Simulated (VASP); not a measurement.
Tl, 1 atom in the cell. It takes space group Im-3m (No. 229, cubic). The conventional cell has a = 3.882 Å, b = 3.882 Å, c = 3.882 Å, α = 90.00°, β = 90.00°, γ = 90.00°. Tl (site symmetry m-3m) has 14 Tl at 3.36 to 3.88 Å within 4.4 Å. This isn't the form of Tl at room conditions, which is hcp.

* Program: VASP 6.6.1
* Task: single point
* Functional: PBE
* Potentials or basis: VASP PAW PBE potentials, release 64 (Tl_d)
* Cutoff: 520 eV
* k mesh: 13 × 13 × 13
* Occupations: fermi-dirac, width 0.05 eV
* Spin: non-collinear spin, zero start, spin-orbit coupling
* Starting moments: [[0.0, 0.0, 0.0]] μB
* Dipole correction: no
* Further INCAR settings: ALGO = Normal; EDIFF = 1e-07; NBANDS = 24

Potentials or basis: VASP PAW PBE potentials, release 64 (Tl_d).

Command:

```console
$ cat potpaw_PBE.64/Tl_d/POTCAR > POTCAR
$ mpirun -np 1 vasp_ncl > vasp.out
```

Hardware: 1 thread of Intel(R) Xeon(R) Platinum 8259CL CPU @ 2.50GHz (Skylake/Cascade Lake), on a shared host.

Q: How long does it take, and how much memory?

A: It took 2.2 min on 1 thread of Intel(R) Xeon(R) Platinum 8259CL CPU @ 2.50GHz (Skylake/Cascade Lake), on a shared host, peak memory 0.29 GiB. Counts: scf iterations 12, k points 84.
